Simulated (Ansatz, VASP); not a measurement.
**Two plane-wave programs on Be**

INCAR

```
PREC     = Accurate       # precision mode
ENCUT    = 520            # plane-wave cutoff, eV
EDIFF    = 1E-6           # SCF threshold, eV
ISMEAR   = 0              # smearing method
SIGMA    = 0.1            # smearing width, eV
LREAL    = False          # projectors in reciprocal space
LASPH    = True           # aspherical terms in the spheres
NELM     = 150            # most SCF steps
ALGO     = Fast           # electronic algorithm
ISIF     = 2              # what is computed and relaxed
LWAVE    = False          # write WAVECAR
LCHARG   = True           # write CHGCAR
ISPIN    = 2              # spin polarisation
MAGMOM   = -0.5 0         # initial moments
LORBIT   = 11             # projections on sites
GGA      = PE             # functional
LELF     = True           # ELF
LVHAR    = True         
NBANDS   = 13             # bands
```

KPOINTS

```
regular mesh
0
Gamma
  12 12 6
```

POSCAR

```
Be
1.0
    2.2647826536      0.0000000000      0.0000000000
   -1.1323913268      1.9613593121      0.0000000000
    0.0000000000      0.0000000000      3.5741024600
Be
2
Direct
    0.3333333333      0.6666666667      0.7500000000
    0.6666666667      0.3333333333      0.2500000000
```

Input for Ansatz:

```yaml
crystal:
  lattice:
    - [2.2647826536, 0.0, 0.0]
    - [-1.1323913268, 1.9613593121, 0.0]
    - [0.0, 0.0, 3.57410246]
  atoms:
    - { symbol: Be, position: [0.3333333333, 0.6666666667, 0.75], spin: -0.5 }
    - { symbol: Be, position: [0.6666666667, 0.3333333333, 0.25] }
basis:
  ecutwfc: 420
kpoints:
  mp_grid: { grid: [12, 12, 6] }
hamiltonian:
  xc: pbe
scf:
  occupations: { method: gaussian, width: 0.1 }
  lower_state_search: "off"
output:
  forces: true
  stress: true
  eigenvalues: true
  populations: true
magnetization:
  spin_polarized: true
```

Alike in both runs: task single point; functional PBE; k mesh 12 × 12 × 6; occupations gaussian, width 0.1 eV; collinear spin.

|  | VASP | Ansatz |
| --- | --- | --- |
| version | VASP 6.6.1 | Ansatz 0.2.0 |
| potentials or method | VASP PAW PBE potentials, release 64 (Be), cutoff 520 eV | scalar-relativistic, plane waves, PAW |
| valence electrons in the cell | 4 | 4 |

|  | VASP | Ansatz | Ansatz less VASP |
| --- | --- | --- | --- |
| gap on the k mesh at the Fermi level (eV) | none | none | - |
| pressure (GPa) | -0.4 | -0.6 | -0.15 |
| traceless stress, the component that is largest in VASP (GPa) | -0.63 | -0.65 | -0.023 |
| net moment per atom (μB) | 0.00 | 0.00 | 0.000 |

A gap of «none» marks a metal or a gap that the smearing closes. With one functional, cell and mesh, what is left measures potentials, basis and numerics. Ansatz's warnings: seeded moment not kept.
